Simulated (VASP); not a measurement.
# Ga (Fm-3m) in VASP: further runs

Ga is run at these levels: revPBE; tasks: single point.

Program: VASP 6.6.1. These are calculated values, not measurements. Logs are shortened: lines on timing, memory, paths and dates and some standing lists are left out, and cuts for length are marked.

### 1 The cell of the first run

Symmetry: Fm-3m, No. 225, cubic system. The conventional cell has a = 4.156 Å, b = 4.156 Å, c = 4.156 Å, α = 90.00°, β = 90.00°, γ = 90.00°. Within 3.9 Å of Ga (site symmetry m-3m) lie 12 Ga at 2.94 Å.

### 2 Single point, revPBE (volume scaled by 0.92)

The input, INCAR:

```
ALGO = Normal
EDIFF = 1E-6
ENCUT = 520
GGA = RE
ISIF = 2
ISMEAR = -1
LASPH = T
LCHARG = F
LREAL = F
LWAVE = F
NBANDS = 12
NELM = 80
PREC = Accurate
SIGMA = 0.1
```

The input, KPOINTS:

```
k-points
0
Gamma
  14 14 14
```

The input, POSCAR:

```
Ga
1.0
    0.0000000000      2.0779339858      2.0779339858
    2.0779339858      0.0000000000      2.0779339858
    2.0779339858      2.0779339858      0.0000000000
Ga
1
Direct
    0.0000000000      0.0000000000      0.0000000000
```

Potentials or basis: VASP PAW PBE potentials, release 64 (Ga_d).

Started as:

```
> cat potpaw_PBE.64/Ga_d/POTCAR > POTCAR
> mpirun -np 1 vasp_std > vasp.out
```

OUTCAR:

```text
EDIFF = 1E-6
   ENCUT = 520
   GGA = RE
   ISIF = 2
   ISMEAR = -1
   LASPH = T
   LREAL = F
   NELM = 80
   PREC = Accurate

 ion  position               nearest neighbor table
   1  0.000  0.000  0.000-

  LATTYP: Found a face centered cubic cell.
 ALAT       =     4.1558679716

  Lattice vectors:

 A1 = (   0.0000000000,   2.0779339858,   2.0779339858)
 A2 = (   2.0779339858,   0.0000000000,   2.0779339858)
 A3 = (   2.0779339858,   2.0779339858,   0.0000000000)

Analysis of symmetry for initial positions (statically):
=====================================================================
 Subroutine PRICEL returns:
 Original cell was already a primitive cell.

 Routine SETGRP: Setting up the symmetry group for a
 face centered cubic supercell.

 Subroutine GETGRP returns: Found 48 space group operations
 (whereof 48 operations were pure point group operations)
 out of a pool of 48 trial point group operations.

The static configuration has the point symmetry O_h .

Analysis of symmetry for dynamics (positions and initial velocities):
=====================================================================
 Subroutine PRICEL returns:
 Original cell was already a primitive cell.

 Routine SETGRP: Setting up the symmetry group for a
 face centered cubic supercell.

 Subroutine GETGRP returns: Found 48 space group operations
 (whereof 48 operations were pure point group operations)
 out of a pool of 48 trial point group operations.

The dynamic configuration has the point symmetry O_h .

 Subroutine INISYM returns: Found 48 space group operations
 (whereof 48 operations are pure point group operations),
 and found     1 'primitive' translations

----------------------------------------------------------------------------------------

                                     Primitive cell

  volume of cell :      17.9442

  direct lattice vectors                    reciprocal lattice vectors
     0.000000000  2.077933986  2.077933986    -0.240623621  0.240623621  0.240623621
     2.077933986  0.000000000  2.077933986     0.240623621 -0.240623621  0.240623621
     2.077933986  2.077933986  0.000000000     0.240623621  0.240623621 -0.240623621

  length of vectors
     2.938642424  2.938642424  2.938642424     0.416772337  0.416772337  0.416772337

  position of ions in fractional coordinates (direct lattice)
     0.000000000  0.000000000  0.000000000

  ion indices of the primitive-cell ions
   primitive index   ion index
                 1           1

----------------------------------------------------------------------------------------

 KPOINTS: k-points

Automatic generation of k-mesh.
 Grid dimensions read from file:
 generate k-points for:   14   14   14

 Generating k-lattice:

  Cartesian coordinates                     Fractional coordinates (reciprocal lattice)
    -0.017187402  0.017187402  0.017187402     0.071428571  0.000000000  0.000000000
     0.017187402 -0.017187402  0.017187402     0.000000000  0.071428571  0.000000000
     0.017187402  0.017187402 -0.017187402     0.000000000  0.000000000  0.071428571

  Length of vectors
     0.029769453  0.029769453  0.029769453

  Shift w.r.t. Gamma in fractional coordinates (k-lattice)
     0.000000000  0.000000000  0.000000000

 Subroutine IBZKPT returns following result:
 ===========================================

 Found    104 irreducible k-points:

 Following reciprocal coordinates:
            Coordinates               Weight
  0.000000  0.000000  0.000000      1.000000
  0.071429  0.000000  0.000000      8.000000
  0.142857  0.000000  0.000000      8.000000
  0.214286  0.000000  0.000000      8.000000
  0.285714  0.000000  0.000000      8.000000
  0.357143  0.000000  0.000000      8.000000
[... 16 lines left out ...]
  0.214286  0.142857  0.000000     24.000000
  0.285714  0.142857  0.000000     24.000000
 [... further k-points ...]
   k-points           NKPTS =    104   k-points in BZ     NKDIM =    104   number of bands    NBANDS=     12
   number of dos      NEDOS =    301   number of ions     NIONS =      1
   total plane-waves  NPLWV =  13824
   dimension x,y,z NGX =    24 NGY =   24 NGZ =   24
   dimension x,y,z NGXF=    48 NGYF=   48 NGZF=   48
   ions per type =               1
   NGX,Y,Z   is equivalent  to a cutoff of  13.58, 13.58, 13.58 a.u.
   NGXF,Y,Z  is equivalent  to a cutoff of  27.15, 27.15, 27.15 a.u.
 SYSTEM =  unknown system
   PREC   = accura    normal or accurate (medium, high low for compatibility)
   ISTART =      0    job   : 0-new  1-cont  2-samecut
   ICHARG =      2    charge: 1-file 2-atom 10-const
   ISPIN  =      1    spin polarized calculation?
   LNONCOLLINEAR =      F non collinear calculations
   LSORBIT =      F    spin-orbit coupling
   LASPH  =      T    aspherical Exc in radial PAW
   ENCUT  =  520.0 eV  38.22 Ry    6.18 a.u.   5.46  5.46  5.46*2*pi/ulx,y,z
   NELM   =     80;   NELMIN=  2; NELMDL= -5     # of ELM steps
   EDIFF  = 0.1E-05   stopping-criterion for ELM
   LREAL  =      F    real-space projection
   EDIFFG = 0.1E-04   stopping-criterion for IOM
   NSW    =      0    number of steps for IOM
   IBRION =     -1    ionic relax: 0-MD 1-quasi-New 2-CG
   NFREE  =      0    steps in history (QN), initial steepest desc. (CG)
   ISIF   =      2    stress and relaxation
   ISYM   =      2    0-nonsym 1-usesym 2-fastsym
   POTIM  = 0.5000    time-step for ionic-motion
   TEBEG  =    0.0;   TEEND  =   0.0 temperature during run
   PSTRESS=    0.0 pullay stress
   NELECT =      13.0000    total number of electrons
   NUPDOWN=      -1.0000    fix difference up-down
   EMIN   =  10.00;   EMAX   =-10.00  energy-range for DOS
   EFERMI =   0.00;   METHOD = LEGACY
   ISMEAR =    -1;   SIGMA  =   0.10  broadening in eV -4-tet -1-fermi 0-gaus
   EFERMI_NEDOS =   21; number of points for ismear=-14 and -15
   IALGO  =     38    algorithm
   IMIX   =      4    mixing-type and parameters
     AMIX     =   0.40;   BMIX     =  1.00
     AMIX_MAG =   1.60;   BMIX_MAG =  1.00
  volume/ion in A,a.u.               =      17.94       121.09
  Fermi-wavevector in a.u.,A,eV,Ry     =   1.470328  2.778517 29.413948  2.161864
  Thomas-Fermi vector in A             =   2.585598
   LORBIT       =      0    0 simple, 1 ext, 2 COOP (PROOUT), +10 PAW based schemes
   GGA     = RE    functional components
   LHFCALC =     F    Hartree Fock is set to
   AEXX    =    0.0000 exact exchange contribution
   IVDW    =     0    specifies the selected vdW correction
   LEPSILON=     F    determine dielectric tensor
   LRPA    =     F    only Hartree local field effects (RPA)
 non-spin polarized calculation
  energy-cutoff  :      520.00
  volume of cell :       17.94
 maximum number of plane-waves:       531
 NGX is ok and might be reduce to    24
   NGX = 11   NGY = 11   NGZ = 11

 number of electron      12.9999992 magnetization

 Free energy of the ion-electron system (eV)
  ---------------------------------------------------
  ext. energy  EPLUGINS =         0.00000000
  ---------------------------------------------------
  free energy    TOTEN  =        -2.58304684 eV

  energy without entropy =       -2.57161099  energy(sigma->0) =       -2.57732891

 E-fermi :   6.2153     XC(G=0): -11.1718

 val. band max:        6.1670973423   @ k =   0.5000   0.2857   0.0000
 cond. band min:       6.3055327795   @ k =   0.4286   0.1429   0.0714
 fundamental gap:      0.1384354372
 Fermi energy:         6.2153174133

 k-point     1 :       0.0000    0.0000    0.0000
  band No.  band energies     occupation
      1      -8.8393      2.00000
      2      -8.8393      2.00000
      3      -8.8393      2.00000
      4      -8.7033      2.00000
      5      -8.7033      2.00000
      6      -5.2988      2.00000
      7      18.9654      0.00000
      8      18.9654      0.00000
      9      18.9654      0.00000
     10      22.2063      0.00000
     11      22.6361      0.00000
     12      22.6361      0.00000

 k-point     2 :       0.0714    0.0000    0.0000
  band No.  band energies     occupation
      1      -8.8416      2.00000
      2      -8.8325      2.00000
      3      -8.8325      2.00000
      4      -8.7044      2.00000
      5      -8.7044      2.00000
      6      -5.1628      2.00000
      7      17.2418      0.00000
      8      18.6581      0.00000
      9      18.6581      0.00000
     10      21.2923      0.00000
     11      23.1391      0.00000
     12      23.1391      0.00000

 k-point     3 :       0.1429    0.0000    0.0000
  band No.  band energies     occupation
      1      -8.8497      2.00000
      2      -8.8169      2.00000
      3      -8.8169      2.00000
      4      -8.7037      2.00000
      5      -8.7037      2.00000
      6      -4.7518      2.00000
      7      14.2801      0.00000
      8      18.0480      0.00000
      9      18.0480      0.00000
     10      20.9530      0.00000
     11      24.1689      0.00000
     12      24.1689      0.00000
[... 286 lines left out ...]
 k-point    23 :       0.2143    0.1429    0.0000
  band No.  band energies     occupation
      1      -8.8877      2.00000
      2      -8.7771      2.00000
      3      -8.7689      2.00000
      4      -8.7523      2.00000
      5      -8.6698      2.00000
      6      -4.0640      2.00000
      7      13.6121      0.00000
      8      15.2297      0.00000
      9      16.6112      0.00000
     10      18.7218      0.00000
     11      20.2996      0.00000
     12      26.9086      0.00000

 k-point    24 :       0.2857    0.1429    0.0000
  band No.  band energies     occupation
      1      -8.8960      2.00000
      2      -8.7940      2.00000
      3      -8.7616      2.00000
      4      -8.7319      2.00000
      5      -8.6442      2.00000
      6      -3.2775      2.00000
      7      10.7726      0.00000
      8      14.6962      0.00000
      9      15.8243      0.00000
     10      18.3421      0.00000
     11      21.1307      0.00000
     12      26.7105      0.00000

 [... further k-points ...]

------------------------ aborting loop because EDIFF is reached ----------------------------------------

  FORCE on cell =-STRESS in cart. coord.  units (eV):
  Direction    XX          YY          ZZ          XY          YZ          ZX
  --------------------------------------------------------------------------------------
  -------------------------------------------------------------------------------------
  Total        0.5000742      0.5000742      0.5000742     -0.0000000      0.0000000     -0.0000000
  in kB       44.6498300     44.6498300     44.6498300     -0.0000000      0.0000000     -0.0000000
  external PRESSURE =      44.6498300 kB  Pullay stress =       0.0000000 kB

 VOLUME and BASIS-vectors are now :
 -----------------------------------------------------------------------------
  energy-cutoff  :      520.00
  volume of cell :       17.94
      direct lattice vectors                 reciprocal lattice vectors
     0.000000000  2.077933986  2.077933986    -0.240623621  0.240623621  0.240623621
     2.077933986  0.000000000  2.077933986     0.240623621 -0.240623621  0.240623621
     2.077933986  2.077933986  0.000000000     0.240623621  0.240623621 -0.240623621

 POSITION                                       TOTAL-FORCE (eV/Angst)
 -----------------------------------------------------------------------------------
      0.00000      0.00000      0.00000         0.000000      0.000000      0.000000
 -----------------------------------------------------------------------------------
    total drift:                               -0.000000      0.000000     -0.000000

  FREE ENERGIE OF THE ION-ELECTRON SYSTEM (eV)
  ---------------------------------------------------
  free  energy   TOTEN  =        -2.5830468362 eV

  energy  without entropy=       -2.5716109869  energy(sigma->0) =       -2.57732891
```

It took 19 s on 1 thread of AMD EPYC 7R13 (Zen 3), shared host; peak memory 0.12 GiB.

Results:

* Free energy: -2.5830 eV
* Pressure: 4.5 GPa

Levels at points of the mesh, in eV from the Fermi level:
```csv
k point,band 2,band 3,band 4,band 5,band 6,band 7,band 8,band 9,band 10,band 11
"(0.00, 0.00, 0.00)",-15.05,-15.05,-14.92,-14.92,-11.51,12.75,12.75,12.75,15.99,16.42
"(0.50, 0.00, 0.00)",-15.05,-15.05,-14.80,-14.80,-5.06,-4.31,10.25,10.25,14.75,14.78
"(0.50, 0.50, 0.00)",-15.19,-14.81,-14.77,-14.77,-2.81,-2.30,5.02,5.02,8.42,8.72
```

Caveat: the PAW data sets were made with another functional, which shifts forces and pressure a little.

[end of part 1 of 2]
